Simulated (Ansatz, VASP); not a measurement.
## MnO: VASP beside Ansatz

```
Mn O
1.0
     0.00000    2.26324    2.26324
     2.26324    0.00000    2.26324
     2.26324    2.26324    0.00000
Mn O
1 1
Direct
  0.00000 0.00000 0.00000
  0.50000 0.50000 0.50000
```

Change from the starting cell: volume scaled by 1.06.

Alike in both runs: task single point; functional PBE; k mesh 13 × 13 × 13; occupations fermi-dirac, width 0.05 eV; collinear spin.

|  | VASP | Ansatz |
| --- | --- | --- |
| version | VASP 6.6.1 | Ansatz 0.2.0 |
| potentials or method | VASP PAW PBE potentials, release 64 (Mn_pv, O), cutoff 520 eV | all-electron LAPW, scalar-relativistic |

Ansatz gave:

```
pressure (GPa)                                                : -5.6
net moment per atom (μB)                                      : 2.44
size of the moment on the site where the two differ most (μB) : 0.24
```

Estimate VASP's values.

pressure (GPa): -5.6; net moment per atom (μB): 2.44; size of the moment on the site where the two differ most (μB): 0.21.

Site moments also hang on the region over which each program counts them. Ansatz ran all-electron here, and VASP with PAW potentials.
